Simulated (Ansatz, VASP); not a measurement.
# One calculation of PbF2, two programs

INCAR

```
PREC = Accurate
ENCUT = 520
EDIFF = 1E-7
ISMEAR = -1
SIGMA = 0.05
LREAL = False
LASPH = True
NELM = 80
ALGO = Normal
ISIF = 2
LWAVE = False
LCHARG = False
GGA = PS
NBANDS = 21
```

KPOINTS

```
regular mesh
0
Gamma
  8 8 8
```

The input POSCAR:

```
PbF2
1.0
    0.0000000000      2.9031601670      2.9031601670
    2.9031601670      0.0000000000      2.9031601670
    2.9031601670      2.9031601670      0.0000000000
Pb F
1 2
Direct
    0.0000000000      0.0000000000      0.0000000000
    0.7500000000      0.7500000000      0.7500000000
    0.2500000000      0.2500000000      0.2500000000
```

File input.yaml:

```yaml
crystal:
  lattice:
    - [0.0, 2.903160167, 2.903160167]
    - [2.903160167, 0.0, 2.903160167]
    - [2.903160167, 2.903160167, 0.0]
  atoms:
    - { symbol: Pb, position: [0.0, 0.0, 0.0] }
    - { symbol: F, position: [0.75, 0.75, 0.75] }
    - { symbol: F, position: [0.25, 0.25, 0.25] }
hamiltonian:
  xc: pbesol
  pseudopotentials: { kind: paw }
kpoints:
  mp_grid: { grid: [8, 8, 8] }
scf:
  occupations: { method: fermi_dirac, width: 0.05 }
output:
  forces: true
  stress: true
  eigenvalues: true
```

Alike in both runs: task single point; functional PBEsol; k mesh 8 × 8 × 8; occupations fermi-dirac, width 0.05 eV; no spin polarisation.

```csv
,VASP,Ansatz
version,VASP 6.6.1,Ansatz 0.2.0
potentials or method,"VASP PAW PBE potentials, release 64 (Pb_d, F)",Ansatz PAW
plane-wave cutoff (eV),520,420
valence electrons in the cell,28,28
```

Ansatz gave:

| Item | Value |
| --- | --- |
| gap on the k mesh at the Fermi level (eV) | 4.28 |
| least direct gap on the mesh (eV) | 4.45 |
| pressure (GPa) | 4.0 |

Problem. Estimate VASP's values.

Solution. gap on the k mesh at the Fermi level (eV): 4.28; least direct gap on the mesh (eV): 4.44; pressure (GPa): 3.8.

VASP's potentials were made for PBE, not for PBEsol. With one functional, cell and mesh, what is left measures potentials, basis and numerics.

Neither program's run includes spin-orbit coupling.
